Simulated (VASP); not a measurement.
# Be: single point with PBE0

Crystal: Be.

```
Be
1.0
     2.26219    0.00000    0.00000
    -1.13109    1.95911    0.00000
     0.00000    0.00000    3.56649
Be
2
Direct
  0.33333 0.66667 0.25000
  0.66667 0.33333 0.75000
```

```yaml
Program: VASP 6.6.1
Task: single point
Functional: PBE0
Potentials_or_basis: VASP PAW PBE potentials, release 64 (Be)
Cutoff: 520 eV
k_mesh: 11 × 11 × 6
Occupations: fermi-dirac, width 0.05 eV
Spin: no spin polarisation
Dipole_correction: no
Grid_for_exact_exchange_PRECFOCK: Normal
Further_INCAR_settings: ALGO = Normal; EDIFF = 1e-06; NBANDS = 9
Share_of_exact_exchange: 0.25
```

```json
{
 "Pressure": "-0.6 GPa",
 "Band gap on the k mesh": "zero (bands 2 and 3 overlap by 0.85 eV)"
}
```

Stress tensor (GPa, compression positive):
```
-0.25  0.00  0.00
 0.00 -0.25  0.00
 0.00  0.00 -1.39
```

Levels at points of the mesh, in eV from the Fermi level:
| k point | band 1 | band 2 | band 3 | band 4 | band 5 | band 6 | band 7 |
| --- | --- | --- | --- | --- | --- | --- | --- |
| (0.00, 0.00, 0.00) | -13.85 | -5.92 | 1.34 | 17.37 | 17.37 | 20.27 | 20.27 |
| (0.00, 0.00, 0.50) | -11.39 | -11.39 | 11.68 | 11.68 | 19.08 | 19.08 | 19.08 |

Wall time 13 min on 1 thread of Intel(R) Xeon(R) Platinum 8488C (Sapphire Rapids) (shared host), peak memory 0.14 GiB.

Caveat: the PAW data sets were made with another functional, which shifts forces and pressure a little.
